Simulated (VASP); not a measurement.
# ZrSe2 in VASP: single point with PBE+D3(BJ)

Aim: the single point of ZrSe2 with PBE+D3(BJ).

All numbers are computed with VASP 6.6.1; they aren't measurements. Logs are shortened: lines on timing, memory, paths and dates and some standing lists are left out, and cuts for length are marked.

## (1) The cell of the first run

The cell holds a slab with vacuum, 3 atoms: a = 3.756 Å, b = 3.756 Å, c = 21.188 Å, α = 90.00°, β = 90.00°, γ = 120.00°.

## (2) Single point, PBE+D3(BJ)

File INCAR:

```
SYSTEM = ZrSe2
PREC = Accurate
ENCUT = 400
EDIFF = 1E-6
ISMEAR = 0
SIGMA = 0.05
LREAL = .FALSE.
LASPH = .TRUE.
NELM = 120
ALGO = Normal
ISIF = 2
LWAVE = .FALSE.
LCHARG = .TRUE.
LDIPOL = .TRUE.
IDIPOL = 3
DIPOL = 0.5 0.5 0.500
GGA = PE
IVDW = 12
LELF = .TRUE.
LVHAR = .TRUE.
LVACPOTAV = .TRUE.
NBANDS = 19
GGA_COMPAT = .FALSE.
NELMDL = -8
```

File KPOINTS:

```
Automatic mesh
0
G
  33 33 1
  0 0 0
```

File POSCAR:

```
ZrSe2
1.0
    3.7564115474      0.0000000000      0.0000000000
   -1.8782057737      3.2531478271      0.0000000000
    0.0000000000      0.0000000000     21.1884852918
Se Zr
2 1
Direct
    0.6666666667      0.3333333333      0.4247590083
    0.3333333333      0.6666666667      0.5752409917
    0.0000000000      0.0000000000      0.5000000049
```

Potentials or basis: VASP PAW PBE potentials, release 64 (Se, Zr_sv).

Run with:

```sh
> cat potpaw_PBE.64/Se/POTCAR potpaw_PBE.64/Zr_sv/POTCAR > POTCAR
> mpirun -np 1 vasp_std > vasp.out
```

OUTCAR:

```text
SYSTEM = ZrSe2
   PREC = Accurate
   ENCUT = 400
   EDIFF = 1E-6
   ISMEAR = 0
   LREAL = .FALSE.
   LASPH = .TRUE.
   NELM = 120
   ISIF = 2
   GGA = PE
   IVDW = 12
   NELMDL = -8
 IVDW          = 12

 ion  position               nearest neighbor table
   1  0.667  0.333  0.425-   3 2.69   3 2.69   3 2.69
   2  0.333  0.667  0.575-   3 2.69   3 2.69   3 2.69
   3  0.000  0.000  0.500-   2 2.69   2 2.69   2 2.69   1 2.69   1 2.69   1 2.69

  LATTYP: Found a hexagonal cell.
 ALAT       =     3.7564115474
 C/A-ratio  =     5.6406187193

  Lattice vectors:

 A1 = (   3.7564115474,   0.0000000000,   0.0000000000)
 A2 = (  -1.8782057737,   3.2531478271,   0.0000000000)
 A3 = (   0.0000000000,   0.0000000000,  21.1884852918)

Analysis of symmetry for initial positions (statically):
=====================================================================
 Subroutine PRICEL returns:
 Original cell was already a primitive cell.

 Routine SETGRP: Setting up the symmetry group for a
 hexagonal supercell.

 Subroutine GETGRP returns: Found 12 space group operations
 (whereof 12 operations were pure point group operations)
 out of a pool of 24 trial point group operations.

The static configuration has the point symmetry D_3d.

Analysis of symmetry for dynamics (positions and initial velocities):
=====================================================================
 Subroutine PRICEL returns:
 Original cell was already a primitive cell.

 Routine SETGRP: Setting up the symmetry group for a
 hexagonal supercell.

 Subroutine GETGRP returns: Found 12 space group operations
 (whereof 12 operations were pure point group operations)
 out of a pool of 24 trial point group operations.

The dynamic configuration has the point symmetry D_3d.

 Subroutine INISYM returns: Found 12 space group operations
 (whereof 12 operations are pure point group operations),
 and found     1 'primitive' translations

----------------------------------------------------------------------------------------

                                     Primitive cell

  volume of cell :     258.9267

  direct lattice vectors                    reciprocal lattice vectors
     3.756411547  0.000000000  0.000000000     0.266211513  0.153697288  0.000000000
    -1.878205774  3.253147827  0.000000000     0.000000000  0.307394577  0.000000000
     0.000000000  0.000000000 21.188485292     0.000000000  0.000000000  0.047195445

  length of vectors
     3.756411547  3.756411547 21.188485292     0.307394577  0.307394577  0.047195445

  position of ions in fractional coordinates (direct lattice)
     0.666666667  0.333333333  0.424759008
     0.333333333  0.666666667  0.575240992
     0.000000000  0.000000000  0.500000005

  ion indices of the primitive-cell ions
   primitive index   ion index
                 1           1
                 2           2
                 3           3

----------------------------------------------------------------------------------------

 KPOINTS: Automatic mesh

Automatic generation of k-mesh.
 Grid dimensions read from file:
 generate k-points for:   33   33    1

 Generating k-lattice:

  Cartesian coordinates                     Fractional coordinates (reciprocal lattice)
     0.008067016  0.004657494  0.000000000     0.030303030  0.000000000  0.000000000
     0.000000000  0.009314987  0.000000000     0.000000000  0.030303030  0.000000000
     0.000000000  0.000000000  0.047195445     0.000000000  0.000000000  1.000000000

  Length of vectors
     0.009314987  0.009314987  0.047195445

  Shift w.r.t. Gamma in fractional coordinates (k-lattice)
     0.000000000  0.000000000  0.000000000

 Subroutine IBZKPT returns following result:
 ===========================================

 Found    108 irreducible k-points:

 Following reciprocal coordinates:
            Coordinates               Weight
  0.000000  0.000000  0.000000      1.000000
  0.030303 -0.000000  0.000000      6.000000
  0.060606 -0.000000  0.000000      6.000000
  0.090909  0.000000  0.000000      6.000000
  0.121212 -0.000000  0.000000      6.000000
  0.151515  0.000000  0.000000      6.000000
[... 16 lines left out ...]
  0.181818  0.030303  0.000000     12.000000
  0.212121  0.030303  0.000000     12.000000
 [... further k-points ...]
   k-points           NKPTS =    108   k-points in BZ     NKDIM =    108   number of bands    NBANDS=     19
   number of dos      NEDOS =    301   number of ions     NIONS =      3
   total plane-waves  NPLWV = 109760
   dimension x,y,z NGX =    28 NGY =   28 NGZ =  140
   dimension x,y,z NGXF=    56 NGYF=   56 NGZF=  280
   ions per type =               2   1
   NGX,Y,Z   is equivalent  to a cutoff of  12.39, 12.39, 10.98 a.u.
   NGXF,Y,Z  is equivalent  to a cutoff of  24.78, 24.78, 21.97 a.u.
 SYSTEM =  ZrSe2
   PREC   = accura    normal or accurate (medium, high low for compatibility)
   ISTART =      0    job   : 0-new  1-cont  2-samecut
   ICHARG =      2    charge: 1-file 2-atom 10-const
   ISPIN  =      1    spin polarized calculation?
   LNONCOLLINEAR =      F non collinear calculations
   LSORBIT =      F    spin-orbit coupling
   LASPH  =      T    aspherical Exc in radial PAW
   ENCUT  =  400.0 eV  29.40 Ry    5.42 a.u.   6.13  6.13 34.55*2*pi/ulx,y,z
   NELM   =    120;   NELMIN=  2; NELMDL= -8     # of ELM steps
   EDIFF  = 0.1E-05   stopping-criterion for ELM
   LREAL  =      F    real-space projection
   EDIFFG = 0.1E-04   stopping-criterion for IOM
   NSW    =      0    number of steps for IOM
   IBRION =     -1    ionic relax: 0-MD 1-quasi-New 2-CG
   NFREE  =      0    steps in history (QN), initial steepest desc. (CG)
   ISIF   =      2    stress and relaxation
   ISYM   =      2    0-nonsym 1-usesym 2-fastsym
   POTIM  = 0.5000    time-step for ionic-motion
   TEBEG  =    0.0;   TEEND  =   0.0 temperature during run
   PSTRESS=    0.0 pullay stress
   NELECT =      24.0000    total number of electrons
   NUPDOWN=      -1.0000    fix difference up-down
   EMIN   =  10.00;   EMAX   =-10.00  energy-range for DOS
   EFERMI =   0.00;   METHOD = LEGACY
   ISMEAR =     0;   SIGMA  =   0.05  broadening in eV -4-tet -1-fermi 0-gaus
   EFERMI_NEDOS =   21; number of points for ismear=-14 and -15
   IALGO  =     38    algorithm
   IMIX   =      4    mixing-type and parameters
     AMIX     =   0.40;   BMIX     =  1.00
     AMIX_MAG =   1.60;   BMIX_MAG =  1.00
  volume/ion in A,a.u.               =      86.31       582.44
  Fermi-wavevector in a.u.,A,eV,Ry     =   0.740889  1.400077  7.468456  0.548916
  Thomas-Fermi vector in A             =   1.835398
   LORBIT       =      0    0 simple, 1 ext, 2 COOP (PROOUT), +10 PAW based schemes
   GGA     = PE    functional components
   LHFCALC =     F    Hartree Fock is set to
   AEXX    =    0.0000 exact exchange contribution
   IVDW    =    12    specifies the selected vdW correction
   LEPSILON=     F    determine dielectric tensor
   LRPA    =     F    only Hartree local field effects (RPA)
 non-spin polarized calculation
 Gauss-broadening in eV      SIGMA  =   0.05
  energy-cutoff  :      400.00
  volume of cell :      258.93
 maximum number of plane-waves:      4752
 NGX is ok and might be reduce to    28
   NGX = 13   NGY = 13   NGZ = 69

 number of electron      23.9999997 magnetization

 dipolmoment           0.000000      0.000000     -0.000001 electrons x Angstroem

 Free energy of the ion-electron system (eV)
  ---------------------------------------------------
  ext. energy  EPLUGINS =         0.00000000
  ---------------------------------------------------
  free energy    TOTEN  =       -19.58527732 eV

  energy without entropy =      -19.58527732  energy(sigma->0) =      -19.58527732

 E-fermi :  -2.4228     XC(G=0):  -3.2753

 val. band max:       -2.6101991884   @ k =   0.0000   0.0000   0.0000
 cond. band min:      -2.2262756627   @ k =   0.4848   0.0000   0.0000
 fundamental gap:      0.3839235256
 Fermi energy:        -2.4227714138

 k-point     1 :       0.0000    0.0000    0.0000
  band No.  band energies     occupation
      1     -52.0578      2.00000
      2     -30.1043      2.00000
      3     -29.9902      2.00000
      4     -29.9902      2.00000
      5     -15.6426      2.00000
      6     -14.7600      2.00000
[... 11 lines left out ...]
     18       1.8715      0.00000
     19       2.5884      0.00000

 k-point     2 :       0.0303   -0.0000    0.0000
  band No.  band energies     occupation
      1     -52.0577      2.00000
      2     -30.1039      2.00000
      3     -29.9920      2.00000
      4     -29.9906      2.00000
      5     -15.6342      2.00000
      6     -14.7595      2.00000
[... 11 lines left out ...]
     18       1.9096      0.00000
     19       2.6061      0.00000

 k-point     3 :       0.0606   -0.0000    0.0000
  band No.  band energies     occupation
      1     -52.0573      2.00000
      2     -30.1026      2.00000
      3     -29.9975      2.00000
      4     -29.9917      2.00000
      5     -15.6091      2.00000
      6     -14.7580      2.00000
[... 11 lines left out ...]
     18       2.0178      0.00000
     19       2.6580      0.00000

 k-point     4 :       0.0909    0.0000    0.0000
  band No.  band energies     occupation
      1     -52.0567      2.00000
      2     -30.1006      2.00000
      3     -30.0063      2.00000
      4     -29.9936      2.00000
      5     -15.5680      2.00000
      6     -14.7556      2.00000
[... 11 lines left out ...]
     18       2.1791      0.00000
     19       2.7413      0.00000

 k-point     5 :       0.1212   -0.0000    0.0000
  band No.  band energies     occupation
      1     -52.0559      2.00000
      2     -30.0978      2.00000
      3     -30.0181      2.00000
      4     -29.9962      2.00000
      5     -15.5120      2.00000
      6     -14.7521      2.00000
[... 11 lines left out ...]
     18       2.3719      0.00000
     19       2.8524      0.00000

 k-point     6 :       0.1515    0.0000    0.0000
  band No.  band energies     occupation
      1     -52.0550      2.00000
      2     -30.0944      2.00000
      3     -30.0325      2.00000
      4     -29.9993      2.00000
      5     -15.4428      2.00000
      6     -14.7475      2.00000
[... 11 lines left out ...]
     18       2.5771      0.00000
     19       2.9877      0.00000

 k-point     7 :       0.1818    0.0000    0.0000
  band No.  band energies     occupation
      1     -52.0538      2.00000
      2     -30.0907      2.00000
      3     -30.0489      2.00000
      4     -30.0029      2.00000
      5     -15.3625      2.00000
      6     -14.7416      2.00000
[... 11 lines left out ...]
     18       2.7838      0.00000
     19       3.1437      0.00000

 k-point     8 :       0.2121    0.0000    0.0000
  band No.  band energies     occupation
      1     -52.0526      2.00000
      2     -30.0868      2.00000
      3     -30.0664      2.00000
      4     -30.0068      2.00000
      5     -15.2740      2.00000
      6     -14.7341      2.00000
[... 256 lines left out ...]
 k-point    20 :       0.0909    0.0303    0.0000
  band No.  band energies     occupation
      1     -52.0563      2.00000
      2     -30.0990      2.00000
      3     -30.0130      2.00000
      4     -29.9952      2.00000
      5     -15.5357      2.00000
      6     -14.7536      2.00000
[... 11 lines left out ...]
     18       2.3027      0.00000
     19       2.8056      0.00000

 k-point    21 :       0.1212    0.0303    0.0000
  band No.  band energies     occupation
      1     -52.0554      2.00000
      2     -30.0959      2.00000
      3     -30.0261      2.00000
      4     -29.9982      2.00000
      5     -15.4731      2.00000
      6     -14.7496      2.00000
[... 11 lines left out ...]
     18       2.4989      0.00000
     19       2.9288      0.00000

 k-point    22 :       0.1515    0.0303    0.0000
  band No.  band energies     occupation
      1     -52.0543      2.00000
      2     -30.0923      2.00000
      3     -30.0414      2.00000
      4     -30.0016      2.00000
      5     -15.3983      2.00000
      6     -14.7444      2.00000
[... 11 lines left out ...]
     18       2.7015      0.00000
     19       3.0747      0.00000

 k-point    23 :       0.1818    0.0303    0.0000
  band No.  band energies     occupation
      1     -52.0532      2.00000
      2     -30.0884      2.00000
      3     -30.0583      2.00000
      4     -30.0054      2.00000
      5     -15.3137      2.00000
      6     -14.7379      2.00000
[... 11 lines left out ...]
     18       2.9041      0.00000
     19       3.2397      0.00000

 k-point    24 :       0.2121    0.0303    0.0000
  band No.  band energies     occupation
      1     -52.0519      2.00000
      2     -30.0854      2.00000
      3     -30.0752      2.00000
      4     -30.0095      2.00000
      5     -15.2226      2.00000
      6     -14.7293      2.00000
[... 11 lines left out ...]
     18       3.1045      0.00000
     19       3.4188      0.00000

 [... further k-points ...]

------------------------ aborting loop because EDIFF is reached ----------------------------------------

 Edisp (eV)   -0.81865

 E8    (eV) :    -0.3925

  FORCE on cell =-STRESS in cart. coord.  units (eV):
  Direction    XX          YY          ZZ          XY          YZ          ZX
  --------------------------------------------------------------------------------------
  -------------------------------------------------------------------------------------
  Total      -0.04382    -0.04382    -0.02575     0.00000     0.00000    -0.00000
  in kB      -0.27114    -0.27114    -0.15931     0.00000     0.00000    -0.00000
  external pressure =       -0.23 kB  Pullay stress =        0.00 kB

 VOLUME and BASIS-vectors are now :
 -----------------------------------------------------------------------------
  energy-cutoff  :      400.00
  volume of cell :      258.93
      direct lattice vectors                 reciprocal lattice vectors
     3.756411547  0.000000000  0.000000000     0.266211513  0.153697288  0.000000000
    -1.878205774  3.253147827  0.000000000     0.000000000  0.307394577  0.000000000
     0.000000000  0.000000000 21.188485292     0.000000000  0.000000000  0.047195445

 POSITION                                       TOTAL-FORCE (eV/Angst)
 -----------------------------------------------------------------------------------
      1.87821      1.08438      9.00000        -0.000000      0.000000     -0.007009
     -0.00000      2.16877     12.18849         0.000000      0.000000      0.007009
      0.00000      0.00000     10.59424        -0.000000      0.000000      0.000000
 -----------------------------------------------------------------------------------
    total drift:                                0.000000     -0.000000     -0.000282

  FREE ENERGIE OF THE ION-ELECTRON SYSTEM (eV)
  ---------------------------------------------------
  free  energy   TOTEN  =       -20.4039265540 eV

  energy  without entropy=      -20.4039265540  energy(sigma->0) =      -20.40392655

 vacuum level on the upper side and lower side of the slab         2.912         2.912
```

Run time: 16 min. Hardware: 1 thread of AMD EPYC 9755, shared host; peak memory 0.52 GiB.

Results:

```yaml
Free_energy: -20.4039 eV
Largest_force: 0.007 eV/Å
Band_gap_on_the_k_mesh: 0.38 eV (least direct gap 1.10 eV)
Dispersion_energy_per_atom: -0.273 eV
```

Forces on the atoms (eV/Å):
```
Se   0.000  0.000 -0.007
Se   0.000  0.000  0.007
Zr   0.000  0.000  0.000
```

Caveat: semilocal functionals underestimate gaps, and a narrow one can read as zero.
